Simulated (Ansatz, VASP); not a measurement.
## One calculation of CoO, two programs

```
Co O
1.0
     0.00000    2.12453   -2.12453
     0.00000    2.12453    2.12453
     4.24906    0.00000    0.00000
Co O
2 2
Direct
  0.00000 0.00000 0.00000
  0.50000 0.50000 0.50000
  0.00000 0.00000 0.50000
  0.50000 0.50000 0.00000
```

Alike in both runs: task single point; functional PBE; k mesh 10 × 10 × 6; occupations gaussian, width 0.05 eV; collinear spin.

|  | VASP | Ansatz |
| --- | --- | --- |
| version | VASP 6.6.1 | Ansatz 0.2.0 |
| potentials or method | VASP PAW PBE potentials, release 64 (Co, O), cutoff 520 eV | scalar-relativistic, plane waves, PAW |
| valence electrons in the cell | 30 | 46 |

Ansatz gave:

```
gap on the k mesh at the Fermi level (eV)                     : none
pressure (GPa)                                                : -0.3
net moment per atom (μB)                                      : 1.46
size of the moment on the site where the two differ most (μB) : 2.49
```

What did VASP give for the same quantities?

gap on the k mesh at the Fermi level (eV): none; pressure (GPa): -0.9; net moment per atom (μB): 1.44; size of the moment on the site where the two differ most (μB): 2.54.

Site moments also hang on the region over which each program counts them. A gap of «none» marks a metal or a gap that the smearing closes. With one functional, cell and mesh, what is left measures potentials, basis and numerics. VASP's potentials hold 30 valence electrons a cell and Ansatz's 46, so a difference there can come from the potentials and not from the codes.
